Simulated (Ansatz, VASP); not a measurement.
## K: VASP beside Ansatz

```xyz
1
Lattice="3.9316 0.0000 0.0000 0.0000 3.9316 0.0000 0.0000 0.0000 3.9316" Properties=species:S:1:pos:R:3 pbc="T T T"
K     0.0000    0.0000    0.0000
```

Alike in both runs: task single point; functional LDA; k mesh 13 × 13 × 13; occupations fermi-dirac, width 0.1 eV; no spin polarisation.

|  | VASP | Ansatz |
| --- | --- | --- |
| version | VASP 6.6.1 | Ansatz 0.2.0 |
| potentials or method | VASP PAW LDA potentials, release 64 (K_sv), cutoff 520 eV | plane waves (420 eV) with PAW, scalar-relativistic |
| valence electrons in the cell | 9 | 9 |

VASP gave:

| Quantity | Value |
| --- | --- |
| pressure (GPa) | 0.5 |

Task: Which values does Ansatz return?

Result: Pressure (GPa): 0.6.

Ansatz warns that its potentials were made for another functional, while VASP's fit it. LDA's correlation is that of Perdew and Zunger in VASP and of Perdew and Wang (1992) in Ansatz.
